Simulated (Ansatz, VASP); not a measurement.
## FePt: VASP beside Ansatz

INCAR

```
SYSTEM = FePt
PREC = Accurate
ENCUT = 520
EDIFF = 1E-7
ISMEAR = 0
SIGMA = 0.2
LREAL = .False.
LASPH = .True.
NELM = 150
ALGO = Fast
ISIF = 2
LWAVE = .False.
LCHARG = .False.
ISPIN = 2
MAGMOM = 3.28 3.28 0.42 0.42
LORBIT = 11
LMAXMIX = 4
GGA = PE
NBANDS = 30
```

KPOINTS

```
regular mesh
0
Gamma
  8 8 4
  0 0 0
```

The input POSCAR:

```
FePt
1.0
    2.7290736822      0.0000000000      0.0000000000
    0.0000000000      2.7290736822      0.0000000000
    0.0000000000      0.0000000000      7.5300649281
Fe Pt
2 2
Direct
    0.5000000000      0.5000000000      0.2500000000
    0.5000000000      0.5000000000      0.7500000000
    0.0000000000      0.0000000000      0.5000000000
    0.0000000000      0.0000000000      1.0000000000
```

Input for Ansatz:

```yaml
crystal:
  lattice:
    - [2.7290736822, 0.0, 0.0]
    - [0.0, 2.7290736822, 0.0]
    - [0.0, 0.0, 7.5300649281]
  atoms:
    - { symbol: Fe, position: [0.5, 0.5, 0.25], spin: 3.28 }
    - { symbol: Fe, position: [0.5, 0.5, 0.75], spin: 3.28 }
    - { symbol: Pt, position: [0.0, 0.0, 0.5], spin: 0.42 }
    - { symbol: Pt, position: [0.0, 0.0, 1.0], spin: 0.42 }
basis:
  ecutwfc: 420
kpoints:
  mp_grid: { grid: [8, 8, 4] }
hamiltonian:
  xc: pbe
scf:
  occupations: { method: gaussian, width: 0.2 }
  lower_state_search: "off"
output:
  forces: true
  stress: true
  eigenvalues: true
  populations: true
magnetization:
  spin_polarized: true
```

Alike in both runs: task single point; functional PBE; k mesh 8 × 8 × 4; occupations gaussian, width 0.2 eV; collinear spin.

|  | VASP | Ansatz |
| --- | --- | --- |
| version | VASP 6.6.1 | Ansatz 0.2.0 |
| potentials or method | VASP PAW PBE potentials, release 64 (Fe, Pt), cutoff 520 eV | scalar-relativistic, plane waves, PAW |
| valence electrons in the cell | 36 | 68 |

Ansatz gave:

* gap on the k mesh at the Fermi level (eV): none
* pressure (GPa): 0.1
* traceless stress, the component that is largest in VASP (GPa): -0.43
* net moment per atom (μB): 1.66
* size of the moment on the site where the two differ most (μB): 0.40

**Question.** Which values does VASP return?

**Answer.** gap on the k mesh at the Fermi level (eV): none; pressure (GPa): -0.3; traceless stress, the component that is largest in VASP (GPa): -0.41; net moment per atom (μB): 1.66; size of the moment on the site where the two differ most (μB): 0.34.

Site moments also hang on the region over which each program counts them. A gap of «none» marks a metal or a gap that the smearing closes. The functional is the same, so the differences come from potentials, cutoffs and numerics. VASP's potentials hold 36 valence electrons a cell and Ansatz's 68, so a difference there can come from the potentials and not from the codes.

Neither program's run includes spin-orbit coupling.
